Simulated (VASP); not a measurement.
# MgO (Fm-3m) in VASP: notebook

Aim: see how the results for MgO move with the level of theory and the settings. Levels: PBE, r2SCAN. Tasks: single point.

All numbers are computed with VASP 6.6.1; they aren't measurements. Logs are shortened: lines on timing, memory, paths and dates and some standing lists are left out, and cuts for length are marked.

## Step 1: The cell of the first run

It takes space group Fm-3m (No. 225, cubic). The conventional cell has a = 4.218 Å, b = 4.218 Å, c = 4.218 Å, α = 90.00°, β = 90.00°, γ = 90.00°. Mg (site symmetry m-3m) has 6 O at 2.11 Å within 2.8 Å. O (site symmetry m-3m) has 6 Mg at 2.11 Å within 2.8 Å.

## Step 2: Single point, PBE (strain +0.3%)

File INCAR:

```
ALGO = Normal
EDIFF = 1E-7
ENCUT = 520
GGA = PE
ISIF = 2
ISMEAR = -1
LASPH = True
LCHARG = False
LREAL = False
LWAVE = False
NBANDS = 11
NELM = 60
PREC = Accurate
SIGMA = 0.02
```

File KPOINTS:

```
k-points
0
Gamma
  10 10 10
```

File POSCAR:

```
MgO
1.0
    0.0000000000      2.1088943526      2.1088943526
    2.1088943526      0.0000000000      2.1088943526
    2.1088943526      2.1088943526      0.0000000000
Mg O
1 1
Direct
    0.0000000000      0.0000000000      0.0000000000
    0.5000000000      0.5000000000      0.5000000000
```

Potentials or basis: VASP PAW PBE potentials, release 64 (Mg, O).

The run is started by

```sh
cat potpaw_PBE.64/Mg/POTCAR potpaw_PBE.64/O/POTCAR > POTCAR
mpirun -np 1 vasp_std > vasp.out
```

OUTCAR:

```text
EDIFF = 1E-7
   ENCUT = 520
   GGA = PE
   ISIF = 2
   ISMEAR = -1
   LASPH = True
   LREAL = False
   NELM = 60
   PREC = Accurate

 ion  position               nearest neighbor table
   1  0.000  0.000  0.000-   2 2.11   2 2.11   2 2.11   2 2.11   2 2.11   2 2.11
   2  0.500  0.500  0.500-   1 2.11   1 2.11   1 2.11   1 2.11   1 2.11   1 2.11

  LATTYP: Found a face centered cubic cell.
 ALAT       =     4.2177887052

  Lattice vectors:

 A1 = (   0.0000000000,   2.1088943526,   2.1088943526)
 A2 = (   2.1088943526,   0.0000000000,   2.1088943526)
 A3 = (   2.1088943526,   2.1088943526,   0.0000000000)

Analysis of symmetry for initial positions (statically):
=====================================================================
 Subroutine PRICEL returns:
 Original cell was already a primitive cell.

 Routine SETGRP: Setting up the symmetry group for a
 face centered cubic supercell.

 Subroutine GETGRP returns: Found 48 space group operations
 (whereof 48 operations were pure point group operations)
 out of a pool of 48 trial point group operations.

The static configuration has the point symmetry O_h .

Analysis of symmetry for dynamics (positions and initial velocities):
=====================================================================
 Subroutine PRICEL returns:
 Original cell was already a primitive cell.

 Routine SETGRP: Setting up the symmetry group for a
 face centered cubic supercell.

 Subroutine GETGRP returns: Found 48 space group operations
 (whereof 48 operations were pure point group operations)
 out of a pool of 48 trial point group operations.

The dynamic configuration has the point symmetry O_h .

 Subroutine INISYM returns: Found 48 space group operations
 (whereof 48 operations are pure point group operations),
 and found     1 'primitive' translations

----------------------------------------------------------------------------------------

                                     Primitive cell

  volume of cell :      18.7583

  direct lattice vectors                    reciprocal lattice vectors
     0.000000000  2.108894353  2.108894353    -0.237091061  0.237091061  0.237091061
     2.108894353  0.000000000  2.108894353     0.237091061 -0.237091061  0.237091061
     2.108894353  2.108894353  0.000000000     0.237091061  0.237091061 -0.237091061

  length of vectors
     2.982426995  2.982426995  2.982426995     0.410653764  0.410653764  0.410653764

  position of ions in fractional coordinates (direct lattice)
     0.000000000  0.000000000  0.000000000
     0.500000000  0.500000000  0.500000000

  ion indices of the primitive-cell ions
   primitive index   ion index
                 1           1
                 2           2

----------------------------------------------------------------------------------------

 KPOINTS: k-points

Automatic generation of k-mesh.
 Grid dimensions read from file:
 generate k-points for:   10   10   10

 Generating k-lattice:

  Cartesian coordinates                     Fractional coordinates (reciprocal lattice)
    -0.023709106  0.023709106  0.023709106     0.100000000  0.000000000  0.000000000
     0.023709106 -0.023709106  0.023709106     0.000000000  0.100000000  0.000000000
     0.023709106  0.023709106 -0.023709106     0.000000000  0.000000000  0.100000000

  Length of vectors
     0.041065376  0.041065376  0.041065376

  Shift w.r.t. Gamma in fractional coordinates (k-lattice)
     0.000000000  0.000000000  0.000000000

 Subroutine IBZKPT returns following result:
 ===========================================

 Found     47 irreducible k-points:

 Following reciprocal coordinates:
            Coordinates               Weight
  0.000000  0.000000  0.000000      1.000000
  0.100000  0.000000  0.000000      8.000000
  0.200000  0.000000  0.000000      8.000000
  0.300000  0.000000  0.000000      8.000000
  0.400000  0.000000  0.000000      8.000000
  0.500000  0.000000  0.000000      4.000000
[... 16 lines left out ...]
  0.300000  0.300000  0.000000      6.000000
  0.400000  0.300000  0.000000     24.000000
 [... further k-points ...]
   k-points           NKPTS =     47   k-points in BZ     NKDIM =     47   number of bands    NBANDS=     11
   number of dos      NEDOS =    301   number of ions     NIONS =      2
   total plane-waves  NPLWV =  13824
   dimension x,y,z NGX =    24 NGY =   24 NGZ =   24
   dimension x,y,z NGXF=    48 NGYF=   48 NGZF=   48
   ions per type =               1   1
   NGX,Y,Z   is equivalent  to a cutoff of  13.38, 13.38, 13.38 a.u.
   NGXF,Y,Z  is equivalent  to a cutoff of  26.76, 26.76, 26.76 a.u.
 SYSTEM =  unknown system
   PREC   = accura    normal or accurate (medium, high low for compatibility)
   ISTART =      0    job   : 0-new  1-cont  2-samecut
   ICHARG =      2    charge: 1-file 2-atom 10-const
   ISPIN  =      1    spin polarized calculation?
   LNONCOLLINEAR =      F non collinear calculations
   LSORBIT =      F    spin-orbit coupling
   LASPH  =      T    aspherical Exc in radial PAW
   ENCUT  =  520.0 eV  38.22 Ry    6.18 a.u.   5.55  5.55  5.55*2*pi/ulx,y,z
   NELM   =     60;   NELMIN=  2; NELMDL= -5     # of ELM steps
   EDIFF  = 0.1E-06   stopping-criterion for ELM
   LREAL  =      F    real-space projection
   EDIFFG = 0.1E-05   stopping-criterion for IOM
   NSW    =      0    number of steps for IOM
   IBRION =     -1    ionic relax: 0-MD 1-quasi-New 2-CG
   NFREE  =      0    steps in history (QN), initial steepest desc. (CG)
   ISIF   =      2    stress and relaxation
   ISYM   =      2    0-nonsym 1-usesym 2-fastsym
   POTIM  = 0.5000    time-step for ionic-motion
   TEBEG  =    0.0;   TEEND  =   0.0 temperature during run
   PSTRESS=    0.0 pullay stress
   NELECT =       8.0000    total number of electrons
   NUPDOWN=      -1.0000    fix difference up-down
   EMIN   =  10.00;   EMAX   =-10.00  energy-range for DOS
   EFERMI =   0.00;   METHOD = LEGACY
   ISMEAR =    -1;   SIGMA  =   0.02  broadening in eV -4-tet -1-fermi 0-gaus
   EFERMI_NEDOS =   21; number of points for ismear=-14 and -15
   IALGO  =     38    algorithm
   IMIX   =      4    mixing-type and parameters
     AMIX     =   0.40;   BMIX     =  1.00
     AMIX_MAG =   1.60;   BMIX_MAG =  1.00
  volume/ion in A,a.u.               =       9.38        63.29
  Fermi-wavevector in a.u.,A,eV,Ry     =   1.232272  2.328657 20.660378  1.518495
  Thomas-Fermi vector in A             =   2.367049
   LORBIT       =      0    0 simple, 1 ext, 2 COOP (PROOUT), +10 PAW based schemes
   GGA     = PE    functional components
   LHFCALC =     F    Hartree Fock is set to
   AEXX    =    0.0000 exact exchange contribution
   IVDW    =     0    specifies the selected vdW correction
   LEPSILON=     F    determine dielectric tensor
   LRPA    =     F    only Hartree local field effects (RPA)
 non-spin polarized calculation
  energy-cutoff  :      520.00
  volume of cell :       18.76
 maximum number of plane-waves:       531
 NGX is ok and might be reduce to    24
   NGX = 11   NGY = 11   NGZ = 11

 number of electron       8.0000005 magnetization

 Free energy of the ion-electron system (eV)
  ---------------------------------------------------
  ext. energy  EPLUGINS =         0.00000000
  ---------------------------------------------------
  free energy    TOTEN  =       -11.90735557 eV

  energy without entropy =      -11.90735557  energy(sigma->0) =      -11.90735557

 E-fermi :   3.5531     XC(G=0): -11.0594

 val. band max:        3.1563257183   @ k =   0.0000   0.0000   0.0000
 cond. band min:       7.8432764191   @ k =   0.0000   0.0000   0.0000
 fundamental gap:      4.6869507008
 Fermi energy:         3.5531015587

 k-point     1 :       0.0000    0.0000    0.0000
  band No.  band energies     occupation
      1     -14.0863      2.00000
      2       3.1563      2.00000
      3       3.1563      2.00000
      4       3.1563      2.00000
      5       7.8433      0.00000
      6      18.9331      0.00000
      7      18.9331      0.00000
      8      18.9331      0.00000
      9      22.8391      0.00000
     10      24.6086      0.00000
     11      24.6086      0.00000

 k-point     2 :       0.1000    0.0000    0.0000
  band No.  band energies     occupation
      1     -13.9813      2.00000
      2       2.5053      2.00000
      3       3.0893      2.00000
      4       3.0893      2.00000
      5       8.4725      0.00000
      6      17.6848      0.00000
      7      19.1715      0.00000
      8      19.1715      0.00000
      9      23.8747      0.00000
     10      23.8747      0.00000
     11      24.4881      0.00000

 k-point     3 :       0.2000    0.0000    0.0000
  band No.  band energies     occupation
      1     -13.6927      2.00000
      2       1.1886      2.00000
      3       2.9194      2.00000
      4       2.9194      2.00000
      5       9.6694      0.00000
      6      16.1713      0.00000
      7      19.6502      0.00000
      8      19.6502      0.00000
      9      23.1821      0.00000
     10      23.1821      0.00000
     11      25.3557      0.00000

 k-point     4 :       0.3000    0.0000    0.0000
  band No.  band energies     occupation
      1     -13.3035      2.00000
      2      -0.1268      2.00000
      3       2.7196      2.00000
      4       2.7196      2.00000
      5      10.6103      0.00000
      6      15.4764      0.00000
      7      19.7582      0.00000
      8      19.7582      0.00000
      9      23.6288      0.00000
     10      23.6288      0.00000
     11      24.7392      0.00000
[... 239 lines left out ...]
 k-point    22 :      -0.2000    0.2000    0.0000
  band No.  band energies     occupation
      1     -13.1878      2.00000
      2       0.0695      2.00000
      3       1.8273      2.00000
      4       2.7164      2.00000
      5      11.5622      0.00000
      6      15.0403      0.00000
      7      18.2210      0.00000
      8      20.9009      0.00000
      9      21.6033      0.00000
     10      24.4729      0.00000
     11      27.9207      0.00000

 k-point    23 :       0.3000    0.3000    0.0000
  band No.  band energies     occupation
      1     -13.1028      2.00000
      2       0.0162      2.00000
      3       2.2236      2.00000
      4       2.2236      2.00000
      5      11.9658      0.00000
      6      13.5815      0.00000
      7      17.5412      0.00000
      8      21.0436      0.00000
      9      21.0436      0.00000
     10      27.2552      0.00000
     11      30.4538      0.00000

 k-point    24 :       0.4000    0.3000    0.0000
  band No.  band energies     occupation
      1     -12.8575      2.00000
      2      -0.4054      2.00000
      3       1.8595      2.00000
      4       2.0771      2.00000
      5      12.6900      0.00000
      6      13.3221      0.00000
      7      16.7153      0.00000
      8      21.2818      0.00000
      9      21.4874      0.00000
     10      27.9939      0.00000
     11      30.0532      0.00000

 [... further k-points ...]

------------------------ aborting loop because EDIFF is reached ----------------------------------------

  FORCE on cell =-STRESS in cart. coord.  units (eV):
  Direction    XX          YY          ZZ          XY          YZ          ZX
  --------------------------------------------------------------------------------------
  -------------------------------------------------------------------------------------
  Total        0.3841680      0.3841680      0.3841680     -0.0000000      0.0000000      0.0000000
  in kB       32.8123451     32.8123451     32.8123451     -0.0000000      0.0000000      0.0000000
  external PRESSURE =      32.8123451 kB  Pullay stress =       0.0000000 kB

 VOLUME and BASIS-vectors are now :
 -----------------------------------------------------------------------------
  energy-cutoff  :      520.00
  volume of cell :       18.76
      direct lattice vectors                 reciprocal lattice vectors
     0.000000000  2.108894353  2.108894353    -0.237091061  0.237091061  0.237091061
     2.108894353  0.000000000  2.108894353     0.237091061 -0.237091061  0.237091061
     2.108894353  2.108894353  0.000000000     0.237091061  0.237091061 -0.237091061

 POSITION                                       TOTAL-FORCE (eV/Angst)
 -----------------------------------------------------------------------------------
      0.00000      0.00000      0.00000         0.000000      0.000000      0.000000
      2.10889      2.10889      2.10889        -0.000000     -0.000000     -0.000000
 -----------------------------------------------------------------------------------
    total drift:                               -0.000000     -0.000000      0.000000

  FREE ENERGIE OF THE ION-ELECTRON SYSTEM (eV)
  ---------------------------------------------------
  free  energy   TOTEN  =       -11.9073555657 eV

  energy  without entropy=      -11.9073555657  energy(sigma->0) =      -11.90735557
```

Run time: 6 s. Hardware: 1 thread of Intel Xeon Platinum 8375C at 2.90GHz (Ice Lake), shared host; peak memory 0.14 GiB.

Results:

| Quantity | Value |
| --- | --- |
| Free energy | -11.9074 eV |
| Pressure | 3.3 GPa |
| Band gap on the k mesh | 4.69 eV, direct |

Caveat: the cell differs from its parent crystal (strain +0.3%).

## Step 3: Single point, r2SCAN (strain +0.3%)

POSCAR is that of step 2.

File INCAR.step1:

```
SYSTEM = MgO
  ALGO = Normal
  EDIFF = 1E-4
  ENCUT = 520
  GGA = PE
  ISMEAR = 0
  LASPH = .True.
  LCHARG = .False.
  LREAL = .False.
  LWAVE = .True.
  NBANDS = 11
  NELM = 100
  PREC = Accurate
  SIGMA = 0.01
```

File INCAR.step2:

```
SYSTEM = MgO
  ALGO = Normal
  EDIFF = 1E-7
  ENCUT = 520
  ISIF = 2
  ISMEAR = 0
  ISTART = 1
  LASPH = .True.
  LCHARG = .True.
  LELF = .True.
  LMIXTAU = .True.
  LREAL = .False.
  LVHAR = .True.
  LWAVE = .False.
  METAGGA = R2SCAN
  NBANDS = 11
  NELM = 100
  PREC = Accurate
  SIGMA = 0.01
```

File KPOINTS:

```
k-points
0
Gamma
  10 10 10
  0 0 0
```

Potentials or basis: VASP PAW PBE potentials, release 64 (Mg, O).

The run is started by

```sh
cat potpaw_PBE.64/Mg/POTCAR potpaw_PBE.64/O/POTCAR > POTCAR
cp INCAR.step1 INCAR
mpirun -np 1 vasp_std > vasp.out
cp INCAR.step2 INCAR
mpirun -np 1 vasp_std > vasp.out
```

Run time: 24 s. Hardware: 1 thread of Intel Xeon Platinum 8375C at 2.90GHz (Ice Lake), shared host; peak memory 0.15 GiB.

It converged, with:

```
Free energy            : -16.1592 eV
Pressure               : -2.7 GPa
Band gap on the k mesh : 5.56 eV, direct
```

Levels at points of the mesh, in eV from the valence-band top:
| k point | band 1 | band 2 | band 3 | band 4 | band 5 | band 6 | band 7 | band 8 | band 9 |
| --- | --- | --- | --- | --- | --- | --- | --- | --- | --- |
| (0.00, 0.00, 0.00) | -18.18 | 0.00 | 0.00 | 0.00 | 5.56 | 16.81 | 16.81 | 16.81 | 20.94 |
| (0.50, 0.00, 0.00) | -16.94 | -4.59 | -0.67 | -0.67 | 8.77 | 13.76 | 17.38 | 17.38 | 22.31 |
| (0.50, 0.50, 0.00) | -16.69 | -4.08 | -1.37 | -1.37 | 10.03 | 11.01 | 14.24 | 20.31 | 20.31 |

Caveat: the cell differs from its parent crystal (strain +0.3%); the PAW data sets were made with another functional, which shifts forces and pressure a little.
